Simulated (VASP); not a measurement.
Crystal: MoPd.

```
Mo Pd
1.0
     2.79390    0.00000    0.00000
    -1.39695    2.41958    0.00000
     0.00000    0.00000    4.56637
Mo Pd
1 1
Cartesian
  1.3969 0.8065 2.2832
  0.0000 1.6131 0.0000
```

```yaml
Program: VASP 6.6.1
Task: relaxation of cell and atoms
Functional: PBEsol
Potentials_or_basis: VASP PAW PBE potentials, release 64 (Mo_sv, Pd)
Cutoff: 500 eV
k_mesh: 8 × 8 × 5
Occupations: fermi-dirac, width 0.05 eV
Spin: no spin polarisation
```

At the start: pressure -10.2 GPa; volume 15.43 Å³/atom.

Question: How do energy, volume and symmetry change on relaxing?

Answer: Over 10 steps the energy falls by 24.4 meV/atom and the volume is 14.76 Å³/atom (-4.4 %); space group P-6m2 (No. 187, to 0.05 Å).

Step by step:
```
step  energy change (eV)  largest force (eV/Å)  pressure (GPa)  volume (Å³)
   1              0.0000                0.0000          -10.17        30.87
   2              0.2104                0.0000           32.20        26.69
   3             -0.0475                0.0000           -0.20        29.54
   4             -0.0476                0.0000            0.16        29.49
   5             -0.0476                0.0000            0.39        29.47
   6             -0.0487                0.0000            0.19        29.50
   7             -0.0488                0.0000            0.21        29.49
   8             -0.0488                0.0000            0.22        29.49
   9             -0.0487                0.0000           -0.39        29.56
  10             -0.0488                0.0000            0.00        29.52
```

Final structure:
```yaml
crystal:
  lattice:
    - [2.73977, 0.00000, 0.00000]
    - [-1.36989, 2.37271, 0.00000]
    - [0.00000, 0.00000, 4.54075]
  atoms:
    - { symbol: Mo, position: [0.66667, 0.33333, 0.50000] }
    - { symbol: Pd, position: [0.33333, 0.66667, 0.00000] }
```

Caveat: the PAW data sets were made with another functional, which shifts forces and pressure a little.
